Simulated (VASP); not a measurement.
Set up this calculation in VASP 6.6.1, as the native input.

- Task: single point
- Functional: r2SCAN
- Potentials or basis: VASP PAW PBE potentials, release 64 (Zn)
- Cutoff: 520 eV
- k mesh: 24 × 24 × 10
- Occupations: gaussian, width 0.1 eV
- Spin: no spin polarisation
- Dipole correction: no
- Further INCAR settings: ALGO = Normal; EDIFF = 1e-06; NBANDS = 19

The system is Zn.

```
Zn
1.0
     2.64716    0.00000    0.00000
    -1.32358    2.29251    0.00000
     0.00000    0.00000    4.93082
Zn
2
Direct
  0.33333 0.66667 0.25000
  0.66667 0.33333 0.75000
```

This cell differs from its parent crystal: biaxial strain in the a-b plane: +2.0 %.

One way to write it, as run:

POSCAR

```
Zn
1.0
    2.6471638502      0.0000000000      0.0000000000
   -1.3235819251      2.2925111422      0.0000000000
    0.0000000000      0.0000000000      4.9308174453
Zn
2
Direct
    0.3333333333      0.6666666667      0.2500000000
    0.6666666667      0.3333333333      0.7500000000
```

INCAR.step1

```
ALGO = Normal
EDIFF = 1E-4
ENCUT = 520
GGA = PE
ISMEAR = 0
LASPH = True
LCHARG = False
LREAL = False
LWAVE = True
NBANDS = 19
NELM = 60
PREC = Accurate
SIGMA = 0.1
```

INCAR.step2

```
ALGO = Normal
EDIFF = 1E-6
ENCUT = 520
ISIF = 2
ISMEAR = 0
ISTART = 1
LASPH = True
LCHARG = False
LMIXTAU = True
LREAL = False
LWAVE = False
METAGGA = R2SCAN
NBANDS = 19
NELM = 60
PREC = Accurate
SIGMA = 0.1
```

KPOINTS

```
k-points
0
Gamma
  24 24 10
```

Potentials or basis: VASP PAW PBE potentials, release 64 (Zn).

Run with:

```sh
$ cat potpaw_PBE.64/Zn/POTCAR > POTCAR
$ cp INCAR.step1 INCAR
$ mpirun -np 1 vasp_std > vasp.out
$ cp INCAR.step2 INCAR
$ mpirun -np 1 vasp_std > vasp.out
```

It gave:

```yaml
Pressure: -2.9 GPa
Band_gap_on_the_k_mesh: zero (bands 12 and 13 overlap by 4.64 eV)
```

Caveat: the cell differs from its parent crystal (biaxial strain in the a-b plane: +2.0 %); the PAW data sets were made with another functional, which shifts forces and pressure a little.

Run time: 5.7 min on 1 thread of Intel(R) Xeon(R) 6975P-C (Granite Rapids) (shared host), peak memory 0.27 GiB.
